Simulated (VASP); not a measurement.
A run of VASP 6.6.1:

The input INCAR:

```
SYSTEM = Ti
PREC = Accurate
ENCUT = 520
EDIFF = 1E-6
ISMEAR = 0
SIGMA = 0.1
LREAL = .FALSE.
LASPH = .TRUE.
NELM = 80
ALGO = Normal
ISIF = 2
LWAVE = .FALSE.
LCHARG = .FALSE.
LDIPOL = .TRUE.
IDIPOL = 3
DIPOL = 0.5 0.5 0.312
GGA = PE
NBANDS = 25
```

KPOINTS

```
regular mesh
0
G
  9 9 1
  0 0 0
```

POSCAR

```
Ti
1.0
    2.9075446924      0.0000000000      0.0000000000
   -1.4537723462      2.5180075663      0.0000000000
    0.0000000000      0.0000000000     19.9935258682
Ti
3
Direct
    0.6666666667      0.3333333333      0.2000647623
    0.3333333333      0.6666666667      0.3124429313
    0.0000000000      0.0000000000      0.4248138084
```

Potentials or basis: VASP PAW PBE potentials, release 64 (Ti_sv).

Launch:

```bash
$ cat potpaw_PBE.64/Ti_sv/POTCAR > POTCAR
$ mpirun -np 1 vasp_std > vasp.out
```

Hardware: 1 thread of Intel(R) Xeon(R) Platinum 8259CL CPU @ 2.50GHz (Skylake/Cascade Lake) (shared host).

Problem. Estimate the wall time of this run.

Solution. Run time: 2.2 min on 1 thread of Intel(R) Xeon(R) Platinum 8259CL CPU @ 2.50GHz (Skylake/Cascade Lake), on a shared host, peak memory 0.26 GiB. Counts: scf iterations 24, k points 12.
